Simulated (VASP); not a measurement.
# Ga (I4_1/amd) in VASP: a series of runs

The runs below take Ga through single point, with LDA.

All numbers are computed with VASP 6.6.1; they aren't measurements. Logs are shortened: lines on timing, memory, paths and dates and some standing lists are left out, and cuts for length are marked.

**1. The cell of the first run**

Symmetry: I4_1/amd, No. 141, tetragonal system. Conventional cell: a = 4.734 Å, b = 4.734 Å, c = 2.483 Å, α = 90.00°, β = 90.00°, γ = 90.00°. Ga (site symmetry -4m2) has 10 Ga at 2.45 to 3.01 Å within 3.2 Å.

**2. Single point, LDA**

Contents of INCAR:

```
  PREC = Accurate
  ENCUT = 520
  EDIFF = 1E-6
  ISMEAR = -1
  SIGMA = 0.08
  LREAL = False
  LASPH = True
  NELM = 100
  ALGO = Normal
  ISIF = 2
  LWAVE = False
  LCHARG = True
  LELF = True
  LVHAR = True
  NBANDS = 20
```

Contents of KPOINTS:

```
Automatic mesh
0
Gamma
  16 16 16
```

Contents of POSCAR:

```
Ga
1.0
   -2.3669721805      2.3669721805      1.2414021506
    2.3669721805     -2.3669721805      1.2414021506
    2.3669721805      2.3669721805     -1.2414021506
Ga
2
Direct
   -0.3750000000     -0.1250000000     -0.2500000000
    0.3750000000      0.1250000000      0.2500000000
```

Potentials or basis: VASP PAW LDA potentials, release 64 (Ga_d).

On the command line:

```sh
$ cat potpaw_LDA.64/Ga_d/POTCAR > POTCAR
$ mpirun -np 1 vasp_std > vasp.out
```

OUTCAR:

```text
PREC = Accurate
   ENCUT = 520
   EDIFF = 1E-6
   ISMEAR = -1
   LREAL = False
   LASPH = True
   NELM = 100
   ISIF = 2

 ion  position               nearest neighbor table
   1  0.625  0.875  0.750-   2 2.45   2 2.45   2 2.45   2 2.45
   2  0.375  0.125  0.250-   1 2.45   1 2.45   1 2.45   1 2.45

  LATTYP: Found a body centered tetragonal cell.
 ALAT       =     4.7339443610
 C/A-ratio  =     0.5244684162

  Lattice vectors:

 A1 = (  -2.3669721805,   2.3669721805,   1.2414021506)
 A2 = (   2.3669721805,  -2.3669721805,   1.2414021506)
 A3 = (   2.3669721805,   2.3669721805,  -1.2414021506)

Analysis of symmetry for initial positions (statically):
=====================================================================
 Subroutine PRICEL returns:
 Original cell was already a primitive cell.

 Routine SETGRP: Setting up the symmetry group for a
 body centered tetragonal supercell.

 Subroutine GETGRP returns: Found 16 space group operations
 (whereof  4 operations were pure point group operations)
 out of a pool of 16 trial point group operations.

The static configuration has the point symmetry C_2h.
 The point group associated with its full space group is D_4h.

Analysis of symmetry for dynamics (positions and initial velocities):
=====================================================================
 Subroutine PRICEL returns:
 Original cell was already a primitive cell.

 Routine SETGRP: Setting up the symmetry group for a
 body centered tetragonal supercell.

 Subroutine GETGRP returns: Found 16 space group operations
 (whereof  4 operations were pure point group operations)
 out of a pool of 16 trial point group operations.

The dynamic configuration has the point symmetry C_2h.
 The point group associated with its full space group is D_4h.

 Subroutine INISYM returns: Found 16 space group operations
 (whereof  4 operations are pure point group operations),
 and found     1 'primitive' translations

----------------------------------------------------------------------------------------

                                     Primitive cell

  volume of cell :      27.8201

  direct lattice vectors                    reciprocal lattice vectors
    -2.366972180  2.366972180  1.241402151     0.000000000  0.211240337  0.402770367
     2.366972180 -2.366972180  1.241402151     0.211240337  0.000000000  0.402770367
     2.366972180  2.366972180 -1.241402151     0.211240337  0.211240337  0.000000000

  length of vectors
     3.570181215  3.570181215  3.570181215     0.454803747  0.454803747  0.298738949

  position of ions in fractional coordinates (direct lattice)
     0.625000000  0.875000000  0.750000000
     0.375000000  0.125000000  0.250000000

  ion indices of the primitive-cell ions
   primitive index   ion index
                 1           1
                 2           2

----------------------------------------------------------------------------------------

 KPOINTS: Automatic mesh

Automatic generation of k-mesh.
 Grid dimensions read from file:
 generate k-points for:   16   16   16

 Generating k-lattice:

  Cartesian coordinates                     Fractional coordinates (reciprocal lattice)
     0.000000000  0.013202521  0.025173148     0.062500000 -0.000000000  0.000000000
     0.013202521  0.000000000  0.025173148    -0.000000000  0.062500000  0.000000000
     0.013202521  0.013202521  0.000000000     0.000000000  0.000000000  0.062500000

  Length of vectors
     0.028425234  0.028425234  0.018671184

  Shift w.r.t. Gamma in fractional coordinates (k-lattice)
     0.000000000  0.000000000  0.000000000

 Subroutine IBZKPT returns following result:
 ===========================================

 Found    349 irreducible k-points:

 Following reciprocal coordinates:
            Coordinates               Weight
  0.000000  0.000000  0.000000      1.000000
  0.062500 -0.000000  0.000000      8.000000
  0.125000 -0.000000  0.000000      8.000000
  0.187500 -0.000000  0.000000      8.000000
  0.250000 -0.000000  0.000000      8.000000
  0.312500  0.000000 -0.000000      8.000000
[... 16 lines left out ...]
 -0.125000  0.062500 -0.000000     16.000000
 -0.062500  0.062500  0.000000      4.000000
 [... further k-points ...]
   k-points           NKPTS =    349   k-points in BZ     NKDIM =    349   number of bands    NBANDS=     20
   number of dos      NEDOS =    301   number of ions     NIONS =      2
   total plane-waves  NPLWV =  21952
   dimension x,y,z NGX =    28 NGY =   28 NGZ =   28
   dimension x,y,z NGXF=    56 NGYF=   56 NGZF=   56
   ions per type =               2
   NGX,Y,Z   is equivalent  to a cutoff of  13.04, 13.04, 13.04 a.u.
   NGXF,Y,Z  is equivalent  to a cutoff of  26.08, 26.08, 26.08 a.u.
 SYSTEM =  unknown system
   PREC   = accura    normal or accurate (medium, high low for compatibility)
   ISTART =      0    job   : 0-new  1-cont  2-samecut
   ICHARG =      2    charge: 1-file 2-atom 10-const
   ISPIN  =      1    spin polarized calculation?
   LNONCOLLINEAR =      F non collinear calculations
   LSORBIT =      F    spin-orbit coupling
   LASPH  =      T    aspherical Exc in radial PAW
   ENCUT  =  520.0 eV  38.22 Ry    6.18 a.u.   6.64  6.64  6.64*2*pi/ulx,y,z
   NELM   =    100;   NELMIN=  2; NELMDL= -5     # of ELM steps
   EDIFF  = 0.1E-05   stopping-criterion for ELM
   LREAL  =      F    real-space projection
   EDIFFG = 0.1E-04   stopping-criterion for IOM
   NSW    =      0    number of steps for IOM
   IBRION =     -1    ionic relax: 0-MD 1-quasi-New 2-CG
   NFREE  =      0    steps in history (QN), initial steepest desc. (CG)
   ISIF   =      2    stress and relaxation
   ISYM   =      2    0-nonsym 1-usesym 2-fastsym
   POTIM  = 0.5000    time-step for ionic-motion
   TEBEG  =    0.0;   TEEND  =   0.0 temperature during run
   PSTRESS=    0.0 pullay stress
   NELECT =      26.0000    total number of electrons
   NUPDOWN=      -1.0000    fix difference up-down
   EMIN   =  10.00;   EMAX   =-10.00  energy-range for DOS
   EFERMI =   0.00;   METHOD = LEGACY
   ISMEAR =    -1;   SIGMA  =   0.08  broadening in eV -4-tet -1-fermi 0-gaus
   EFERMI_NEDOS =   21; number of points for ismear=-14 and -15
   IALGO  =     38    algorithm
   IMIX   =      4    mixing-type and parameters
     AMIX     =   0.40;   BMIX     =  1.00
     AMIX_MAG =   1.60;   BMIX_MAG =  1.00
  volume/ion in A,a.u.               =      13.91        93.87
  Fermi-wavevector in a.u.,A,eV,Ry     =   1.600588  3.024674 34.856540  2.561883
  Thomas-Fermi vector in A             =   2.697701
   LORBIT       =      0    0 simple, 1 ext, 2 COOP (PROOUT), +10 PAW based schemes
   GGA     = CA    functional components
   LHFCALC =     F    Hartree Fock is set to
   AEXX    =    0.0000 exact exchange contribution
   IVDW    =     0    specifies the selected vdW correction
   LEPSILON=     F    determine dielectric tensor
   LRPA    =     F    only Hartree local field effects (RPA)
 non-spin polarized calculation
  energy-cutoff  :      520.00
  volume of cell :       27.82
 maximum number of plane-waves:       772
   NGX = 13   NGY = 13   NGZ = 13

 number of electron      26.0000022 magnetization

 Free energy of the ion-electron system (eV)
  ---------------------------------------------------
  ext. energy  EPLUGINS =         0.00000000
  ---------------------------------------------------
  free energy    TOTEN  =        -6.52350670 eV

  energy without entropy =       -6.50929718  energy(sigma->0) =       -6.51640194

 E-fermi :   8.3510     XC(G=0): -12.9251

 val. band max:        8.3322630957   @ k =   0.1875   0.1875   0.1875
 cond. band min:       8.3664668298   @ k =  -0.1250   0.4375   0.1250
 fundamental gap:      0.0342037341
 Fermi energy:         8.3509680117

 k-point     1 :       0.0000    0.0000    0.0000
  band No.  band energies     occupation
      1      -7.5077      2.00000
      2      -7.4056      2.00000
      3      -7.3537      2.00000
      4      -7.3476      2.00000
      5      -6.7134      2.00000
      6      -6.7134      2.00000
[... 12 lines left out ...]
     19      23.8838      0.00000
     20      24.3710      0.00000

 k-point     2 :       0.0625   -0.0000    0.0000
  band No.  band energies     occupation
      1      -7.5035      2.00000
      2      -7.3927      2.00000
      3      -7.3297      2.00000
      4      -7.3117      2.00000
      5      -6.7500      2.00000
      6      -6.7484      2.00000
[... 12 lines left out ...]
     19      22.5611      0.00000
     20      24.1588      0.00000

 k-point     3 :       0.1250   -0.0000    0.0000
  band No.  band energies     occupation
      1      -7.4858      2.00000
      2      -7.3560      2.00000
      3      -7.2663      2.00000
      4      -7.2170      2.00000
      5      -6.8195      2.00000
      6      -6.8057      2.00000
[... 12 lines left out ...]
     19      20.6794      0.00000
     20      22.9974      0.00000

 k-point     4 :       0.1875   -0.0000    0.0000
  band No.  band energies     occupation
      1      -7.4540      2.00000
      2      -7.3024      2.00000
      3      -7.1913      2.00000
      4      -7.0929      2.00000
      5      -6.9066      2.00000
      6      -6.8502      2.00000
[... 12 lines left out ...]
     19      19.5249      0.00000
     20      21.9780      0.00000

 k-point     5 :       0.2500   -0.0000    0.0000
  band No.  band energies     occupation
      1      -7.4170      2.00000
      2      -7.2467      2.00000
      3      -7.1550      2.00000
      4      -7.0025      2.00000
      5      -6.9913      2.00000
      6      -6.8470      2.00000
[... 12 lines left out ...]
     19      17.8368      0.00000
     20      20.8579      0.00000

 k-point     6 :       0.3125    0.0000   -0.0000
  band No.  band energies     occupation
      1      -7.3884      2.00000
      2      -7.2252      2.00000
      3      -7.1627      2.00000
      4      -7.0393      2.00000
      5      -7.0326      2.00000
      6      -6.8459      2.00000
[... 12 lines left out ...]
     19      18.1799      0.00000
     20      20.0108      0.00000

 k-point     7 :       0.3750   -0.0000    0.0000
  band No.  band energies     occupation
      1      -7.3764      2.00000
      2      -7.2598      2.00000
      3      -7.1653      2.00000
      4      -7.1257      2.00000
      5      -7.0059      2.00000
      6      -6.8895      2.00000
[... 12 lines left out ...]
     19      19.5066      0.00000
     20      20.0710      0.00000
[... 277 lines left out ...]
 k-point    20 :      -0.3125    0.0625    0.0000
  band No.  band energies     occupation
      1      -7.3957      2.00000
      2      -7.2211      2.00000
      3      -7.1701      2.00000
      4      -7.0428      2.00000
      5      -6.9671      2.00000
      6      -6.8314      2.00000
[... 12 lines left out ...]
     19      18.4367      0.00000
     20      21.6535      0.00000

 k-point    21 :      -0.2500    0.0625   -0.0000
  band No.  band energies     occupation
      1      -7.4319      2.00000
      2      -7.2734      2.00000
      3      -7.2046      2.00000
      4      -7.1124      2.00000
      5      -6.8945      2.00000
      6      -6.8178      2.00000
[... 12 lines left out ...]
     19      19.8892      0.00000
     20      22.2537      0.00000

 k-point    22 :      -0.1875    0.0625   -0.0000
  band No.  band energies     occupation
      1      -7.4665      2.00000
      2      -7.3303      2.00000
      3      -7.2736      2.00000
      4      -7.2274      2.00000
      5      -6.8143      2.00000
      6      -6.7886      2.00000
[... 12 lines left out ...]
     19      20.5918      0.00000
     20      23.1957      0.00000

 k-point    23 :      -0.1250    0.0625   -0.0000
  band No.  band energies     occupation
      1      -7.4895      2.00000
      2      -7.3740      2.00000
      3      -7.3338      2.00000
      4      -7.3169      2.00000
      5      -6.7496      2.00000
      6      -6.7413      2.00000
[... 12 lines left out ...]
     19      22.4456      0.00000
     20      24.8891      0.00000

 k-point    24 :      -0.0625    0.0625    0.0000
  band No.  band energies     occupation
      1      -7.5005      2.00000
      2      -7.3960      2.00000
      3      -7.3557      2.00000
      4      -7.3500      2.00000
      5      -6.7166      2.00000
      6      -6.7110      2.00000
[... 12 lines left out ...]
     19      23.7211      0.00000
     20      24.6454      0.00000

 [... further k-points ...]

------------------------ aborting loop because EDIFF is reached ----------------------------------------

  FORCE on cell =-STRESS in cart. coord.  units (eV):
  Direction    XX          YY          ZZ          XY          YZ          ZX
  --------------------------------------------------------------------------------------
  -------------------------------------------------------------------------------------
  Total        5.1053323      5.1053323      5.1013528     -0.0000000      0.0000000      0.0000000
  in kB      294.0192761    294.0192761    293.7900958     -0.0000000      0.0000000      0.0000000
  external PRESSURE =     293.9428827 kB  Pullay stress =       0.0000000 kB

 VOLUME and BASIS-vectors are now :
 -----------------------------------------------------------------------------
  energy-cutoff  :      520.00
  volume of cell :       27.82
      direct lattice vectors                 reciprocal lattice vectors
    -2.366972180  2.366972180  1.241402151     0.000000000  0.211240337  0.402770367
     2.366972180 -2.366972180  1.241402151     0.211240337  0.000000000  0.402770367
     2.366972180  2.366972180 -1.241402151     0.211240337  0.211240337  0.000000000

 POSITION                                       TOTAL-FORCE (eV/Angst)
 -----------------------------------------------------------------------------------
      2.36697      1.18349      0.93105         0.000000      0.000000     -0.000000
     -0.00000      1.18349      0.31035        -0.000000     -0.000000      0.000000
 -----------------------------------------------------------------------------------
    total drift:                                0.000000      0.000000     -0.000000

  FREE ENERGIE OF THE ION-ELECTRON SYSTEM (eV)
  ---------------------------------------------------
  free  energy   TOTEN  =        -6.5235067035 eV

  energy  without entropy=       -6.5092971825  energy(sigma->0) =       -6.51640194
```

It took 2 min on 1 thread of Intel Xeon 6975P-C, shared host; peak memory 0.27 GiB.

Results:

```
Free energy            : -6.5235 eV
Pressure               : 29.4 GPa
Band gap on the k mesh : zero (band 13 reaches 11.78 eV, above the bottom of band 14 at 2.34 eV)
```

**3. Single point, LDA**

Contents of INCAR:

```
PREC = Accurate
ENCUT = 520
EDIFF = 1E-6
ISMEAR = -1
SIGMA = 0.08
LREAL = F
LASPH = T
NELM = 100
ALGO = Normal
ISIF = 2
LWAVE = F
LCHARG = F
NBANDS = 20
```

KPOINTS is that of step 2.

Contents of POSCAR:

```
Ga
1.0
   -2.3672484896      2.3672484896      1.2415687138
    2.3672484896     -2.3672484896      1.2415687138
    2.3672484896      2.3672484896     -1.2415687138
Ga
2
Direct
   -0.3750000000     -0.1250000000     -0.2500000000
    0.3750000000      0.1250000000      0.2500000000
```

Potentials or basis: VASP PAW LDA potentials, release 64 (Ga_d).

On the command line:

```sh
$ cat potpaw_LDA.64/Ga_d/POTCAR > POTCAR
$ mpirun -np 1 vasp_std > vasp.out
```

It took 2.2 min on 1 thread of Intel Xeon 6975P-C, shared host; peak memory 0.26 GiB.

Results (log left out):

* Free energy: -6.5254 eV
* Pressure: 29.3 GPa
* Band gap on the k mesh: zero (band 13 reaches 11.77 eV, above the bottom of band 14 at 2.34 eV)

Levels at points of the mesh, in eV from the Fermi level:
```
           k point  band 9  band 10  band 11  band 12  band 13  band 14  band 15  band 16  band 17  band 18
(0.00, 0.00, 0.00)  -14.88   -14.68   -13.54    -0.96    -0.96     0.60     4.49    12.24    12.24    14.89
(0.50, 0.00, 0.00)  -14.87   -14.76    -5.41    -5.15    -0.13     0.88     1.66     4.41     7.56    10.32
(0.50, 0.50, 0.00)  -14.94   -14.94   -10.00   -10.00     3.08     3.08     5.24     5.24    13.30    13.30
(0.50, 0.50, 0.50)  -15.03   -15.03    -6.59    -6.59    -6.01    -6.01    11.52    11.52    17.84    17.84
```
